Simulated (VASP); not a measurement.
# Al3SiNO (P2/m) in VASP: further runs

The runs below take Al3SiNO through single point, relaxation of cell and atoms, with PBE.

Everything below comes from runs of VASP 6.6.1. Logs are shortened: lines on timing, memory, paths and dates and some standing lists are left out, and cuts for length are marked.

## (1) The cell of the first run

It takes space group P2/m (No. 10, monoclinic). Conventional cell: a = 3.589 Å, b = 4.874 Å, c = 5.108 Å, α = 90.00°, β = 96.77°, γ = 90.00°. Al (site symmetry m) has 1 O at 1.76 Å within 2.3 Å. Within 3.4 Å of Al (site symmetry 2/m) lie 2 Si at 2.55 Å and 4 Al at 2.79 Å and 4 N at 2.94 to 3.29 Å and 4 O at 3.03 Å. Within 2.4 Å of Si (site symmetry 2/m) lie 2 N at 1.79 Å. Within 2.4 Å of N (site symmetry 2/m) lie 2 Si at 1.79 Å. Within 2.3 Å of O (site symmetry 2/m) lie 2 Al at 1.76 Å.

The cell was generated, and may not be a known phase.

## (2) Single point, PBE

File INCAR:

```
PREC = Accurate
ENCUT = 520
EDIFF = 1E-7
ISMEAR = 0
SIGMA = 0.1
LREAL = False
LASPH = True
NELM = 60
ALGO = Normal
ISIF = 2
LWAVE = False
LCHARG = False
GGA = PE
NBANDS = 21
```

File KPOINTS:

```
Automatic mesh
0
Gamma
  6 4 4
```

File POSCAR:

```
Al3SiNO
1.0
    3.5884266555      0.0000000000     -0.0570060708
    0.0000000000      4.8743116459      0.0000000000
   -0.5216270115      0.0000000000      5.0809567346
Al Si N O
3 1 1 1
Direct
    0.8871633953      0.0000000000      0.7459598194
    0.1128366047      0.0000000000      0.2540401806
    0.0000000000      0.5000000000      0.5000000000
    0.0000000000      0.5000000000      0.0000000000
    0.5000000000      0.5000000000      0.0000000000
    0.5000000000      0.0000000000      0.5000000000
```

Potentials or basis: VASP PAW PBE potentials, release 64 (Al, Si, N, O).

On the command line:

```console
cat potpaw_PBE.64/Al/POTCAR potpaw_PBE.64/Si/POTCAR potpaw_PBE.64/N/POTCAR potpaw_PBE.64/O/POTCAR > POTCAR
mpirun -np 1 vasp_std > vasp.out
```

OUTCAR:

```text
PREC = Accurate
   ENCUT = 520
   EDIFF = 1E-7
   ISMEAR = 0
   LREAL = False
   LASPH = True
   NELM = 60
   ISIF = 2
   GGA = PE

 ion  position               nearest neighbor table
   1  0.887  0.000  0.746-   6 1.76   2 2.63   6 2.66   2 2.73   4 2.77   4 2.77   3 2.79   3 2.79

   2  0.113  0.000  0.254-   6 1.76   1 2.63   6 2.66   1 2.73   4 2.77   4 2.77   3 2.79   3 2.79

   3  0.000  0.500  0.500-   4 2.55   4 2.55   1 2.79   2 2.79   1 2.79   2 2.79
   4  0.000  0.500  0.000-   5 1.79   5 1.79   3 2.55   3 2.55   1 2.77   1 2.77   2 2.77   2 2.77

   5  0.500  0.500  0.000-   4 1.79   4 1.79
   6  0.500  0.000  0.500-   1 1.76   2 1.76   2 2.66   1 2.66

  LATTYP: Found a simple monoclinic cell.
 ALAT       =     3.5888794287
 B/A-ratio  =     1.3581709118
 C/A-ratio  =     1.4231914413
 COS(beta)  =    -0.1179145177

  Lattice vectors:

 A1 = (   3.5884266555,   0.0000000000,  -0.0570060708)
 A2 = (   0.0000000000,   4.8743116459,   0.0000000000)
 A3 = (  -0.5216270115,   0.0000000000,   5.0809567346)

Analysis of symmetry for initial positions (statically):
=====================================================================
 Subroutine PRICEL returns:
 Original cell was already a primitive cell.

 Routine SETGRP: Setting up the symmetry group for a
 simple monoclinic supercell.

 Subroutine GETGRP returns: Found  4 space group operations
 (whereof  4 operations were pure point group operations)
 out of a pool of  4 trial point group operations.

The static configuration has the point symmetry C_2h.

Analysis of symmetry for dynamics (positions and initial velocities):
=====================================================================
 Subroutine PRICEL returns:
 Original cell was already a primitive cell.

 Routine SETGRP: Setting up the symmetry group for a
 simple monoclinic supercell.

 Subroutine GETGRP returns: Found  4 space group operations
 (whereof  4 operations were pure point group operations)
 out of a pool of  4 trial point group operations.

The dynamic configuration has the point symmetry C_2h.

 Subroutine INISYM returns: Found  4 space group operations
 (whereof  4 operations are pure point group operations),
 and found     1 'primitive' translations

----------------------------------------------------------------------------------------

                                     Primitive cell

  volume of cell :      88.7266

  direct lattice vectors                    reciprocal lattice vectors
     3.588426656  0.000000000 -0.057006071     0.279128899  0.000000000  0.028656251
     0.000000000  4.874311646  0.000000000     0.000000000  0.205157173  0.000000000
    -0.521627012  0.000000000  5.080956735     0.003131702  0.000000000  0.197134838

  length of vectors
     3.588879429  4.874311646  5.107662487     0.280596014  0.205157173  0.197159711

  position of ions in fractional coordinates (direct lattice)
     0.887163395  0.000000000  0.745959819
     0.112836605  0.000000000  0.254040181
     1.000000000  0.500000000  0.500000000
     0.000000000  0.500000000  0.000000000
     0.500000000  0.500000000  0.000000000
     0.500000000  0.000000000  0.500000000

  ion indices of the primitive-cell ions
   primitive index   ion index
                 1           1
                 2           2
                 3           3
                 4           4
                 5           5
                 6           6

----------------------------------------------------------------------------------------

 KPOINTS: Automatic mesh

Automatic generation of k-mesh.
 Grid dimensions read from file:
 generate k-points for:    6    4    4

 Generating k-lattice:

  Cartesian coordinates                     Fractional coordinates (reciprocal lattice)
     0.046521483  0.000000000  0.004776042     0.166666667  0.000000000 -0.000000000
     0.000000000  0.051289293  0.000000000     0.000000000  0.250000000  0.000000000
     0.000782925  0.000000000  0.049283709     0.000000000  0.000000000  0.250000000

  Length of vectors
     0.046766002  0.051289293  0.049289928

  Shift w.r.t. Gamma in fractional coordinates (k-lattice)
     0.000000000  0.000000000  0.000000000

 Subroutine IBZKPT returns following result:
 ===========================================

 Found     42 irreducible k-points:

 Following reciprocal coordinates:
            Coordinates               Weight
  0.000000  0.000000  0.000000      1.000000
  0.166667  0.000000  0.000000      2.000000
  0.333333  0.000000  0.000000      2.000000
  0.500000  0.000000  0.000000      1.000000
  0.000000  0.250000  0.000000      2.000000
  0.166667  0.250000  0.000000      4.000000
[... 16 lines left out ...]
 -0.333333  0.250000  0.250000      4.000000
 -0.166667  0.250000  0.250000      4.000000
 [... further k-points ...]
   k-points           NKPTS =     42   k-points in BZ     NKDIM =     42   number of bands    NBANDS=     21
   number of dos      NEDOS =    301   number of ions     NIONS =      6
   total plane-waves  NPLWV =  40320
   dimension x,y,z NGX =    28 NGY =   36 NGZ =   40
   dimension x,y,z NGXF=    56 NGYF=   72 NGZF=   80
   ions per type =               3   1   1   1
   NGX,Y,Z   is equivalent  to a cutoff of  12.97, 12.28, 13.02 a.u.
   NGXF,Y,Z  is equivalent  to a cutoff of  25.94, 24.56, 26.04 a.u.
 SYSTEM =  unknown system
   PREC   = accura    normal or accurate (medium, high low for compatibility)
   ISTART =      0    job   : 0-new  1-cont  2-samecut
   ICHARG =      2    charge: 1-file 2-atom 10-const
   ISPIN  =      1    spin polarized calculation?
   LNONCOLLINEAR =      F non collinear calculations
   LSORBIT =      F    spin-orbit coupling
   LASPH  =      T    aspherical Exc in radial PAW
   ENCUT  =  520.0 eV  38.22 Ry    6.18 a.u.   6.67  9.06  9.50*2*pi/ulx,y,z
   NELM   =     60;   NELMIN=  2; NELMDL= -5     # of ELM steps
   EDIFF  = 0.1E-06   stopping-criterion for ELM
   LREAL  =      F    real-space projection
   EDIFFG = 0.1E-05   stopping-criterion for IOM
   NSW    =      0    number of steps for IOM
   IBRION =     -1    ionic relax: 0-MD 1-quasi-New 2-CG
   NFREE  =      0    steps in history (QN), initial steepest desc. (CG)
   ISIF   =      2    stress and relaxation
   ISYM   =      2    0-nonsym 1-usesym 2-fastsym
   POTIM  = 0.5000    time-step for ionic-motion
   TEBEG  =    0.0;   TEEND  =   0.0 temperature during run
   PSTRESS=    0.0 pullay stress
   NELECT =      24.0000    total number of electrons
   NUPDOWN=      -1.0000    fix difference up-down
   EMIN   =  10.00;   EMAX   =-10.00  energy-range for DOS
   EFERMI =   0.00;   METHOD = LEGACY
   ISMEAR =     0;   SIGMA  =   0.10  broadening in eV -4-tet -1-fermi 0-gaus
   EFERMI_NEDOS =   21; number of points for ismear=-14 and -15
   IALGO  =     38    algorithm
   IMIX   =      4    mixing-type and parameters
     AMIX     =   0.40;   BMIX     =  1.00
     AMIX_MAG =   1.60;   BMIX_MAG =  1.00
  volume/ion in A,a.u.               =      14.79        99.79
  Fermi-wavevector in a.u.,A,eV,Ry     =   1.058751  2.000750 15.251506  1.120954
  Thomas-Fermi vector in A             =   2.194072
   LORBIT       =      0    0 simple, 1 ext, 2 COOP (PROOUT), +10 PAW based schemes
   GGA     = PE    functional components
   LHFCALC =     F    Hartree Fock is set to
   AEXX    =    0.0000 exact exchange contribution
   IVDW    =     0    specifies the selected vdW correction
   LEPSILON=     F    determine dielectric tensor
   LRPA    =     F    only Hartree local field effects (RPA)
 non-spin polarized calculation
 Gauss-broadening in eV      SIGMA  =   0.10
  energy-cutoff  :      520.00
  volume of cell :       88.73
 maximum number of plane-waves:      2408
   NGX = 13   NGY = 19   NGZ = 19

 number of electron      24.0000003 magnetization

 Free energy of the ion-electron system (eV)
  ---------------------------------------------------
  ext. energy  EPLUGINS =         0.00000000
  ---------------------------------------------------
  free energy    TOTEN  =       -30.97976197 eV

  energy without entropy =      -30.97054933  energy(sigma->0) =      -30.97515565

 E-fermi :   6.5032     XC(G=0):  -9.9377

 val. band max:        6.4295040355   @ k =   0.1667   0.2500   0.2500
 cond. band min:       6.5211948261   @ k =   0.0000   0.2500   0.2500
 fundamental gap:      0.0916907906
 Fermi energy:         6.5031551490

 k-point     1 :       0.0000    0.0000    0.0000
  band No.  band energies     occupation
      1     -13.3589      2.00000
      2      -9.0077      2.00000
      3      -1.0832      2.00000
      4      -0.8777      2.00000
      5       0.2906      2.00000
      6       0.3308      2.00000
[... 13 lines left out ...]
     20      13.0114      0.00000
     21      13.8199      0.00000

 k-point     2 :       0.1667    0.0000    0.0000
  band No.  band energies     occupation
      1     -13.3142      2.00000
      2      -8.8287      2.00000
      3      -2.2068      2.00000
      4      -0.8810      2.00000
      5       0.3643      2.00000
      6       0.5277      2.00000
[... 13 lines left out ...]
     20      13.3608      0.00000
     21      14.0761      0.00000

 k-point     3 :       0.3333    0.0000    0.0000
  band No.  band energies     occupation
      1     -13.2220      2.00000
      2      -8.3878      2.00000
      3      -3.6376      2.00000
      4      -1.3570      2.00000
      5       0.3392      2.00000
      6       1.1685      2.00000
[... 13 lines left out ...]
     20      13.4823      0.00000
     21      14.2042      0.00000
[... 457 lines left out ...]
 k-point    23 :      -0.3333    0.2500    0.2500
  band No.  band energies     occupation
      1     -13.2160      2.00000
      2      -8.3725      2.00000
      3      -3.1879      2.00000
      4      -1.7759      2.00000
      5       0.0514      2.00000
      6       0.6630      2.00000
[... 13 lines left out ...]
     20      13.2512      0.00000
     21      14.1782      0.00000

 k-point    24 :      -0.1667    0.2500    0.2500
  band No.  band energies     occupation
      1     -13.3034      2.00000
      2      -8.8030      2.00000
      3      -1.7403      2.00000
      4      -1.2992      2.00000
      5      -0.3010      2.00000
      6      -0.0628      2.00000
[... 13 lines left out ...]
     20      13.6917      0.00000
     21      13.9252      0.00000

 [... further k-points ...]

------------------------ aborting loop because EDIFF is reached ----------------------------------------

  FORCE on cell =-STRESS in cart. coord.  units (eV):
  Direction    XX          YY          ZZ          XY          YZ          ZX
  --------------------------------------------------------------------------------------
  -------------------------------------------------------------------------------------
  Total       -0.0396206      0.0315037      0.0414497      0.0000000      0.0000000      0.0307389
  in kB       -0.7154472      0.5688775      0.7484762      0.0000000      0.0000000      0.5550670
  external PRESSURE =       0.2006355 kB  Pullay stress =       0.0000000 kB

 VOLUME and BASIS-vectors are now :
 -----------------------------------------------------------------------------
  energy-cutoff  :      520.00
  volume of cell :       88.73
      direct lattice vectors                 reciprocal lattice vectors
     3.588426656  0.000000000 -0.057006071     0.279128899  0.000000000  0.028656251
     0.000000000  4.874311646  0.000000000     0.000000000  0.205157173  0.000000000
    -0.521627012  0.000000000  5.080956735     0.003131702  0.000000000  0.197134838

 POSITION                                       TOTAL-FORCE (eV/Angst)
 -----------------------------------------------------------------------------------
      2.79441      0.00000      3.73962         0.026319      0.000000      0.040489
      0.27239      0.00000      1.28433        -0.026319      0.000000     -0.040489
     -0.26081      2.43716      2.54048         0.000000      0.000000      0.000000
      0.00000      2.43716      0.00000         0.000000      0.000000      0.000000
      1.79421      2.43716     -0.02850        -0.000000      0.000000      0.000000
      1.53340      0.00000      2.51198        -0.000000      0.000000      0.000000
 -----------------------------------------------------------------------------------
    total drift:                               -0.000000      0.000000      0.000000

  FREE ENERGIE OF THE ION-ELECTRON SYSTEM (eV)
  ---------------------------------------------------
  free  energy   TOTEN  =       -30.9797619658 eV

  energy  without entropy=      -30.9705493299  energy(sigma->0) =      -30.97515565
```

It took 90 s on 1 thread of Intel Xeon 6975P-C (Granite Rapids), shared host; peak memory 0.23 GiB.

Results:

- Free energy: -30.9798 eV
- Pressure: 0.0 GPa
- Largest force: 0.048 eV/Å
- Band gap on the k mesh: zero (bands 12 and 13 overlap by 1.40 eV)

Forces in eV/Å, atoms in the order of the input:
```
Al   0.026  0.000  0.040
Al  -0.026  0.000 -0.040
Al   0.000  0.000  0.000
Si   0.000  0.000  0.000
N    0.000  0.000  0.000
O    0.000  0.000  0.000
```

Levels at points of the mesh, in eV from the Fermi level:
```tsv
k point	band 8	band 9	band 10	band 11	band 12	band 13	band 14	band 15	band 16	band 17
(0.00, 0.00, 0.00)	-4.35	-3.90	-3.84	-1.39	0.67	0.69	1.36	1.50	3.53	3.90
(0.50, 0.00, 0.00)	-3.33	-2.97	-2.85	-2.46	-1.95	-0.73	1.02	1.63	2.58	2.92
(0.00, 0.50, 0.00)	-4.96	-3.86	-2.25	-0.89	-0.47	0.34	1.00	3.91	4.31	4.38
(0.50, 0.50, 0.00)	-3.80	-3.53	-3.05	-2.71	-0.41	1.19	1.21	1.81	2.00	4.11
(0.00, 0.00, 0.50)	-4.97	-4.40	-2.09	-1.48	0.27	0.61	1.44	2.97	3.57	4.44
(0.50, 0.00, 0.50)	-3.67	-3.52	-2.70	-2.43	-1.30	0.45	1.32	2.15	2.49	3.58
(0.00, 0.50, 0.50)	-4.24	-4.12	-3.81	-0.71	-0.55	2.89	3.46	3.65	3.91	3.97
(0.50, 0.50, 0.50)	-5.39	-2.81	-2.70	-0.61	-0.55	2.54	2.67	2.99	3.19	4.20
```

## (3) Relaxation of cell and atoms, PBE

This run uses another cell than the first one, of 13.93 Å³/atom.

File INCAR:

```
PREC     = Accurate       # precision mode
ENCUT    = 600            # plane-wave cutoff, eV
EDIFF    = 1E-6           # SCF threshold, eV
ISMEAR   = 0              # smearing method
SIGMA    = 0.1            # smearing width, eV
LREAL    = False          # projectors in reciprocal space
LASPH    = True           # aspherical terms in the spheres
NELM     = 60             # most SCF steps
ALGO     = Normal         # electronic algorithm
ISIF     = 3              # what is computed and relaxed
LWAVE    = False          # write WAVECAR
LCHARG   = False          # write CHGCAR
GGA      = PE             # functional
IBRION   = 2              # ionic algorithm
NSW      = 90             # ionic steps
EDIFFG   = -0.04          # ionic threshold
```

File KPOINTS:

```
regular mesh
0
Gamma
  4 4 4
```

File POSCAR:

```
Al3SiNO
1.0
    4.8713623700      0.0000000000      0.0000000000
    0.0000000000      3.9443762000      0.0000000000
   -2.3658188000      0.0000000000      4.3502241200
Al Si N O
3 1 1 1
Direct
    0.1677060000      0.0000000000      0.8372889800
    0.8322940000      0.0000000000      0.1627110200
    0.5000000000      0.5000000000      0.0000000000
    0.0000000000      0.5000000000      0.0000000000
    0.0000000000      0.5000000000      0.5000000000
    0.5000000000      0.0000000000      0.5000000000
```

Potentials or basis: VASP PAW PBE potentials, release 64 (Al, Si, N, O).

On the command line:

```console
cat potpaw_PBE.64/Al/POTCAR potpaw_PBE.64/Si/POTCAR potpaw_PBE.64/N/POTCAR potpaw_PBE.64/O/POTCAR > POTCAR
mpirun -np 1 vasp_std > vasp.out
```

Run time: 28 min. Hardware: 1 thread of Intel Xeon 6975P-C (Granite Rapids), shared host; peak memory 0.26 GiB.

It converged, with:

| Property | Result |
| --- | --- |
| Free energy | -30.9549 eV |
| Relaxed volume | 14.55 Å³/atom |
| Relaxed cell | a = 5.096 Å, b = 4.820 Å, c = 3.584 Å, α = 90.00°, β = 97.38°, γ = 90.00° |
| Space group after relaxing (to 0.1 Å) | P2/m (No. 10) |
| Energy gained by relaxing | 826.0 meV/atom |
| Ionic steps | 51 |
| Pressure after relaxing | 0.0 GPa |
| Largest force after relaxing | 0.022 eV/Å |
| Band gap on the k mesh | zero (bands 12 and 13 overlap by 1.37 eV) |

Forces in eV/Å, atoms in the order of the input:
```
Al  -0.014  0.000  0.017
Al   0.014  0.000 -0.017
Al   0.000  0.000  0.000
Si   0.000  0.000  0.000
N    0.000  0.000  0.000
O    0.000  0.000  0.000
```

Stress tensor (GPa, compression positive):
```
-0.11  0.00  0.16
 0.00 -0.21  0.00
 0.16  0.00  0.34
```

Step by step:
| step | energy change (eV) | largest force (eV/Å) | pressure (GPa) | volume (Å³) |
| --- | --- | --- | --- | --- |
| 1 | 0.0000 | 2.3193 | 0.34 | 83.59 |
| 3 | -1.1948 | 1.5138 | -2.89 | 83.19 |
| 5 | -1.3759 | 5.0202 | 28.03 | 69.48 |
| 7 | -2.0744 | 2.5831 | 10.52 | 74.27 |
| 9 | -2.7517 | 3.0957 | 13.25 | 74.84 |
| 11 | -2.9846 | 2.8062 | 15.62 | 74.87 |
| 13 | -3.2728 | 1.5026 | 19.56 | 76.45 |
| 15 | -3.6696 | 0.9757 | 14.17 | 79.74 |
| 17 | -4.2712 | 0.4967 | -1.44 | 87.41 |
| 19 | -4.3072 | 0.4852 | -1.89 | 87.65 |
| 21 | -4.3496 | 0.6908 | 2.58 | 84.96 |
| 23 | -4.4044 | 0.2500 | 0.09 | 86.16 |
| 25 | -4.4304 | 0.2610 | -0.04 | 85.83 |
| 27 | -4.4520 | 0.2265 | 0.79 | 85.66 |
| 29 | -4.5657 | 0.2781 | -1.38 | 90.54 |
| 31 | -4.5649 | 0.7626 | -1.12 | 91.61 |
| 33 | -4.5787 | 0.7920 | -1.57 | 92.20 |
| 35 | -4.5906 | 0.9227 | -3.32 | 94.70 |
| 37 | -4.6140 | 0.7966 | -2.74 | 93.69 |
| 39 | -4.7540 | 0.3911 | -3.10 | 92.39 |
| 41 | -4.8955 | 0.4209 | -1.11 | 88.28 |
| 43 | -4.9130 | 0.2483 | 1.29 | 86.31 |
| 45 | -4.9473 | 0.1719 | 0.51 | 86.63 |
| 47 | -4.9518 | 0.1182 | -0.02 | 87.11 |
| 49 | -4.9547 | 0.0647 | 0.20 | 87.33 |
| 51 | -4.9558 | 0.0219 | 0.01 | 87.30 |

Final structure:
```xyz
6
Lattice="4.8709 0.0000 1.4985 0.0000 4.8200 0.0000 -1.4850 0.0000 3.2616" Properties=species:S:1:pos:R:3 pbc="T T T"
Al    1.0717    0.0000    0.7342
Al    2.3143    0.0000    4.0259
Al    2.4355    2.4100    0.7492
Si    0.0000    2.4100    0.0000
N    -0.7425    2.4100    1.6308
O     1.6930    0.0000    2.3801
```

Levels at points of the mesh, in eV from the Fermi level:
```csv
k point,band 8,band 9,band 10,band 11,band 12,band 13,band 14,band 15,band 16
"(0.00, 0.00, 0.00)",-4.38,-3.95,-3.87,-1.37,0.65,0.71,1.35,1.55,3.50
"(0.50, 0.00, 0.00)",-5.03,-4.47,-2.10,-1.45,0.27,0.69,1.43,2.94,3.52
"(0.00, 0.50, 0.00)",-5.02,-3.90,-2.28,-0.88,-0.44,0.32,0.96,3.94,4.45
"(0.50, 0.50, 0.00)",-4.30,-4.16,-3.84,-0.68,-0.54,2.88,3.44,3.67,3.94
"(0.00, 0.00, 0.50)",-3.39,-3.00,-2.89,-2.48,-1.92,-0.71,1.08,1.58,2.92
"(0.50, 0.00, 0.50)",-3.69,-3.55,-2.72,-2.51,-1.31,0.40,1.32,2.23,2.56
"(0.00, 0.50, 0.50)",-3.87,-3.58,-3.09,-2.71,-0.43,1.17,1.29,1.77,2.09
"(0.50, 0.50, 0.50)",-5.47,-2.84,-2.73,-0.62,-0.58,2.60,2.61,3.08,3.19
```

Caveat: the k points lie up to 0.44 Å⁻¹ apart in the final cell, too coarse for converged energies and pressures of a metal; a cell axis changed by over 15 % at a fixed basis, so the end point is rough.

[end of part 1 of 2]

The gap in the log of VASP goes by the Fermi energy; the results here count the filled bands.